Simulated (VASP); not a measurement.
# TiAl (Cmmm) in VASP: single point with r2SCAN

Aim: the single point of TiAl with r2SCAN.

All numbers are computed with VASP 6.6.1; they aren't measurements. Logs are shortened: lines on timing, memory, paths and dates and some standing lists are left out, and cuts for length are marked.

**1. The cell of the first run**

The structure is orthorhombic, space group Cmmm (No. 65). The conventional cell has a = 4.378 Å, b = 4.614 Å, c = 3.179 Å, α = 90.00°, β = 90.00°, γ = 90.00°. Ti (site symmetry mmm) has 8 Al at 2.71 to 2.80 Å and 6 Ti at 3.18 Å within 3.6 Å. Al (site symmetry mmm) has 8 Ti at 2.71 to 2.80 Å and 6 Al at 3.18 Å within 3.6 Å.

**2. Single point, r2SCAN (strain +0.0525 x Voigt [0, 0, 0, 0, 0, 1])**

File POSCAR:

```
TiAl
1.0
    3.1790640000      0.0834504300      0.0000000000
    0.0834504300      3.1790640000      0.0000000000
    0.0000000000      0.0000000000      3.1790640000
Ti Al
1 1
Direct
    0.0000000000      0.0000000000      0.0000000000
    0.5000000000      0.5000000000      0.5000000000
```

File INCAR.step1:

```
SYSTEM = TiAl
PREC = Accurate
ENCUT = 520
ISMEAR = 0
SIGMA = 0.15
LREAL = .FALSE.
LASPH = .TRUE.
NELM = 60
NBANDS = 14
GGA = PE
ALGO = Normal
EDIFF = 1E-4
LWAVE = .TRUE.
LCHARG = .FALSE.
```

File INCAR.step2:

```
SYSTEM = TiAl
PREC = Accurate
ENCUT = 520
EDIFF = 1E-6
ISMEAR = 0
SIGMA = 0.15
LREAL = .FALSE.
LASPH = .TRUE.
NELM = 60
ALGO = Normal
ISIF = 2
LWAVE = .FALSE.
LCHARG = .TRUE.
METAGGA = R2SCAN
LMIXTAU = .TRUE.
LELF = .TRUE.
LVHAR = .TRUE.
NBANDS = 14
ISTART = 1
```

File KPOINTS:

```
regular mesh
0
G
  16 16 16
  0 0 0
```

Potentials or basis: VASP PAW PBE potentials, release 64 (Ti_sv, Al).

On the command line:

```
> cat potpaw_PBE.64/Ti_sv/POTCAR potpaw_PBE.64/Al/POTCAR > POTCAR
> cp INCAR.step1 INCAR
> mpirun -np 1 vasp_std > vasp.out
> cp INCAR.step2 INCAR
> mpirun -np 1 vasp_std > vasp.out
```

OUTCAR:

```text
SYSTEM = TiAl
   PREC = Accurate
   ENCUT = 520
   EDIFF = 1E-6
   ISMEAR = 0
   LREAL = .FALSE.
   LASPH = .TRUE.
   NELM = 60
   ISIF = 2
   METAGGA = R2SCAN
   ISTART = 1

 ion  position               nearest neighbor table
   1  0.000  0.000  0.000-   2 2.71   2 2.71   2 2.71   2 2.71   2 2.80   2 2.80   2 2.80   2 2.80

   2  0.500  0.500  0.500-   1 2.71   1 2.71   1 2.71   1 2.71   1 2.80   1 2.80   1 2.80   1 2.80

  LATTYP: Found a base centered orthorhombic cell.
 ALAT       =     4.3778586946
 B/A-ratio  =     1.0539152760
 C/A-ratio  =     0.7261687098

  Lattice vectors:

 A1 = (  -0.0834504300,  -3.1790640000,   0.0000000000)
 A2 = (   3.1790640000,   0.0834504300,   0.0000000000)
 A3 = (   0.0000000000,   0.0000000000,   3.1790640000)

Analysis of symmetry for initial positions (statically):
=====================================================================
 Subroutine PRICEL returns:
 Original cell was already a primitive cell.

 Routine SETGRP: Setting up the symmetry group for a
 base centered orthorhombic supercell.

 Subroutine GETGRP returns: Found  8 space group operations
 (whereof  8 operations were pure point group operations)
 out of a pool of  8 trial point group operations.

The static configuration has the point symmetry D_2h.

Analysis of symmetry for dynamics (positions and initial velocities):
=====================================================================
 Subroutine PRICEL returns:
 Original cell was already a primitive cell.

 Routine SETGRP: Setting up the symmetry group for a
 base centered orthorhombic supercell.

 Subroutine GETGRP returns: Found  8 space group operations
 (whereof  8 operations were pure point group operations)
 out of a pool of  8 trial point group operations.

The dynamic configuration has the point symmetry D_2h.

 Subroutine INISYM returns: Found  8 space group operations
 (whereof  8 operations are pure point group operations),
 and found     1 'primitive' translations

----------------------------------------------------------------------------------------

                                     Primitive cell

  volume of cell :      32.1069

  direct lattice vectors                    reciprocal lattice vectors
     3.179064000  0.083450430  0.000000000     0.314774895 -0.008262841  0.000000000
     0.083450430  3.179064000  0.000000000    -0.008262841  0.314774895  0.000000000
     0.000000000  0.000000000  3.179064000     0.000000000  0.000000000  0.314557996

  length of vectors
     3.180159098  3.180159098  3.179064000     0.314883326  0.314883326  0.314557996

  position of ions in fractional coordinates (direct lattice)
     0.000000000  0.000000000  0.000000000
     0.500000000  0.500000000  0.500000000

  ion indices of the primitive-cell ions
   primitive index   ion index
                 1           1
                 2           2

----------------------------------------------------------------------------------------

 KPOINTS: regular mesh

Automatic generation of k-mesh.
 Grid dimensions read from file:
 generate k-points for:   16   16   16

 Generating k-lattice:

  Cartesian coordinates                     Fractional coordinates (reciprocal lattice)
     0.019673431 -0.000516428  0.000000000     0.062500000  0.000000000  0.000000000
    -0.000516428  0.019673431  0.000000000     0.000000000  0.062500000  0.000000000
     0.000000000  0.000000000  0.019659875     0.000000000  0.000000000  0.062500000

  Length of vectors
     0.019680208  0.019680208  0.019659875

  Shift w.r.t. Gamma in fractional coordinates (k-lattice)
     0.000000000  0.000000000  0.000000000

 Subroutine IBZKPT returns following result:
 ===========================================

 Found    657 irreducible k-points:

 Following reciprocal coordinates:
            Coordinates               Weight
  0.000000  0.000000  0.000000      1.000000
  0.062500  0.000000  0.000000      4.000000
  0.125000  0.000000  0.000000      4.000000
  0.187500  0.000000  0.000000      4.000000
  0.250000  0.000000  0.000000      4.000000
  0.312500  0.000000  0.000000      4.000000
[... 16 lines left out ...]
 -0.125000  0.062500  0.000000      4.000000
 -0.062500  0.062500  0.000000      2.000000
 [... further k-points ...]
   k-points           NKPTS =    657   k-points in BZ     NKDIM =    657   number of bands    NBANDS=     14
   number of dos      NEDOS =    301   number of ions     NIONS =      2
   total plane-waves  NPLWV =  13824
   dimension x,y,z NGX =    24 NGY =   24 NGZ =   24
   dimension x,y,z NGXF=    48 NGYF=   48 NGZF=   48
   ions per type =               1   1
   NGX,Y,Z   is equivalent  to a cutoff of  12.55, 12.55, 12.55 a.u.
   NGXF,Y,Z  is equivalent  to a cutoff of  25.09, 25.09, 25.10 a.u.
 SYSTEM =  TiAl
   PREC   = accura    normal or accurate (medium, high low for compatibility)
   ISTART =      1    job   : 0-new  1-cont  2-samecut
   ICHARG =      0    charge: 1-file 2-atom 10-const
   ISPIN  =      1    spin polarized calculation?
   LNONCOLLINEAR =      F non collinear calculations
   LSORBIT =      F    spin-orbit coupling
   LASPH  =      T    aspherical Exc in radial PAW
   ENCUT  =  520.0 eV  38.22 Ry    6.18 a.u.   5.91  5.91  5.91*2*pi/ulx,y,z
   NELM   =     60;   NELMIN=  2; NELMDL=  0     # of ELM steps
   EDIFF  = 0.1E-05   stopping-criterion for ELM
   LREAL  =      F    real-space projection
   EDIFFG = 0.1E-04   stopping-criterion for IOM
   NSW    =      0    number of steps for IOM
   IBRION =     -1    ionic relax: 0-MD 1-quasi-New 2-CG
   NFREE  =      0    steps in history (QN), initial steepest desc. (CG)
   ISIF   =      2    stress and relaxation
   ISYM   =      2    0-nonsym 1-usesym 2-fastsym
   POTIM  = 0.5000    time-step for ionic-motion
   TEBEG  =    0.0;   TEEND  =   0.0 temperature during run
   PSTRESS=    0.0 pullay stress
   NELECT =      15.0000    total number of electrons
   NUPDOWN=      -1.0000    fix difference up-down
   EMIN   =  10.00;   EMAX   =-10.00  energy-range for DOS
   EFERMI =   0.00;   METHOD = LEGACY
   ISMEAR =     0;   SIGMA  =   0.15  broadening in eV -4-tet -1-fermi 0-gaus
   EFERMI_NEDOS =   21; number of points for ismear=-14 and -15
   IALGO  =     38    algorithm
   IMIX   =      4    mixing-type and parameters
     AMIX     =   0.40;   BMIX     =  1.00
     AMIX_MAG =   1.60;   BMIX_MAG =  1.00
  volume/ion in A,a.u.               =      16.05       108.33
  Fermi-wavevector in a.u.,A,eV,Ry     =   1.270298  2.400516 21.955152  1.613658
  Thomas-Fermi vector in A             =   2.403293
   LORBIT       =      0    0 simple, 1 ext, 2 COOP (PROOUT), +10 PAW based schemes
   METAGGA = R2SCAN    functional components
   LHFCALC =     F    Hartree Fock is set to
   AEXX    =    0.0000 exact exchange contribution
   IVDW    =     0    specifies the selected vdW correction
   LEPSILON=     F    determine dielectric tensor
   LRPA    =     F    only Hartree local field effects (RPA)
 non-spin polarized calculation
 Gauss-broadening in eV      SIGMA  =   0.15
  energy-cutoff  :      520.00
  volume of cell :       32.11
 maximum number of plane-waves:       886
   NGX = 11   NGY = 11   NGZ = 11

 number of electron      14.9999990 magnetization

 Free energy of the ion-electron system (eV)
  ---------------------------------------------------
  ext. energy  EPLUGINS =         0.00000000
  ---------------------------------------------------
  free energy    TOTEN  =       -20.30029687 eV

  energy without entropy =      -20.27727097  energy(sigma->0) =      -20.28878392

 E-fermi :   8.8142     XC(G=0): -11.9030

 val. band max:        8.8135838609   @ k =  -0.1250   0.0625   0.4375
 cond. band min:       8.8144249844   @ k =   0.4375   0.3750   0.2500
 fundamental gap:      0.0008411235
 Fermi energy:         8.8141524796

 k-point     1 :       0.0000    0.0000    0.0000
  band No.  band energies     occupation
      1     -50.4469      2.00000
      2     -25.6289      2.00000
      3     -25.6009      2.00000
      4     -25.5752      2.00000
      5      -1.0250      2.00000
      6       7.2126      2.00000
      7       7.2323      2.00000
      8      10.7265      0.00000
      9      10.8454      0.00000
     10      11.0167      0.00000
     11      13.3924      0.00000
     12      13.4584      0.00000
     13      13.5788      0.00000
     14      17.9291      0.00000

 k-point     2 :       0.0625    0.0000    0.0000
  band No.  band energies     occupation
      1     -50.4463      2.00000
      2     -25.6323      2.00000
      3     -25.6003      2.00000
      4     -25.5783      2.00000
      5      -0.9592      2.00000
      6       7.1906      2.00000
      7       7.2487      2.00000
      8      10.6553      0.00000
      9      10.7270      0.00000
     10      10.9732      0.00000
     11      13.1703      0.00000
     12      13.6285      0.00000
     13      13.6776      0.00000
     14      17.8437      0.00000

 k-point     3 :       0.1250    0.0000    0.0000
  band No.  band energies     occupation
      1     -50.4446      2.00000
      2     -25.6447      2.00000
      3     -25.5986      2.00000
      4     -25.5843      2.00000
      5      -0.7633      2.00000
      6       7.0561      2.00000
      7       7.3353      2.00000
      8      10.4139      0.00000
      9      10.4440      0.00000
     10      10.9448      0.00000
     11      12.5740      0.00000
     12      14.0655      0.00000
     13      14.0941      0.00000
     14      17.5952      0.00000
[... 324 lines left out ...]
 k-point    23 :      -0.1250    0.0625    0.0000
  band No.  band energies     occupation
      1     -50.4439      2.00000
      2     -25.6471      2.00000
      3     -25.5980      2.00000
      4     -25.5887      2.00000
      5      -0.6838      2.00000
      6       7.0493      2.00000
      7       7.3051      2.00000
      8      10.3375      0.00000
      9      10.3707      0.00000
     10      10.9215      0.00000
     11      12.6866      0.00000
     12      13.6900      0.00000
     13      14.2408      0.00000
     14      17.7633      0.00000

 k-point    24 :      -0.0625    0.0625    0.0000
  band No.  band energies     occupation
      1     -50.4457      2.00000
      2     -25.6357      2.00000
      3     -25.5997      2.00000
      4     -25.5816      2.00000
      5      -0.8862      2.00000
      6       7.1782      2.00000
      7       7.2373      2.00000
      8      10.5507      0.00000
      9      10.6438      0.00000
     10      10.9663      0.00000
     11      13.2560      0.00000
     12      13.3803      0.00000
     13      13.8058      0.00000
     14      17.9302      0.00000

 [... further k-points ...]

------------------------ aborting loop because EDIFF is reached ----------------------------------------

  FORCE on cell =-STRESS in cart. coord.  units (eV):
  Direction    XX          YY          ZZ          XY          YZ          ZX
  --------------------------------------------------------------------------------------
  -------------------------------------------------------------------------------------
  Total       -0.0966350     -0.0966350     -0.0079541     -0.8315094      0.0000000      0.0000000
  in kB       -4.8222144     -4.8222144     -0.3969227    -41.4934249      0.0000000      0.0000000
  external PRESSURE =      -3.3471172 kB  Pullay stress =       0.0000000 kB

 VOLUME and BASIS-vectors are now :
 -----------------------------------------------------------------------------
  energy-cutoff  :      520.00
  volume of cell :       32.11
      direct lattice vectors                 reciprocal lattice vectors
     3.179064000  0.083450430  0.000000000     0.314774895 -0.008262841  0.000000000
     0.083450430  3.179064000  0.000000000    -0.008262841  0.314774895  0.000000000
     0.000000000  0.000000000  3.179064000     0.000000000  0.000000000  0.314557996

 POSITION                                       TOTAL-FORCE (eV/Angst)
 -----------------------------------------------------------------------------------
      0.00000      0.00000      0.00000        -0.000000      0.000000      0.000000
      1.63126      1.63126      1.58953         0.000000      0.000000      0.000000
 -----------------------------------------------------------------------------------
    total drift:                               -0.000000      0.000000      0.000000

  FREE ENERGIE OF THE ION-ELECTRON SYSTEM (eV)
  ---------------------------------------------------
  free  energy   TOTEN  =       -20.3002968738 eV

  energy  without entropy=      -20.2772709663  energy(sigma->0) =      -20.28878392
```

It took 12 min on 1 thread of AMD EPYC 7R43 (Zen 3), shared host; peak memory 0.36 GiB.

Results:

```
Free energy            : -20.3003 eV
Pressure               : -0.3 GPa
Band gap on the k mesh : zero (an odd number of electrons rules out a gap without spin polarisation)
```

Caveat: the cell differs from its parent crystal (strain +0.0525 x Voigt [0, 0, 0, 0, 0, 1]); the PAW data sets were made with another functional, which shifts forces and pressure a little.
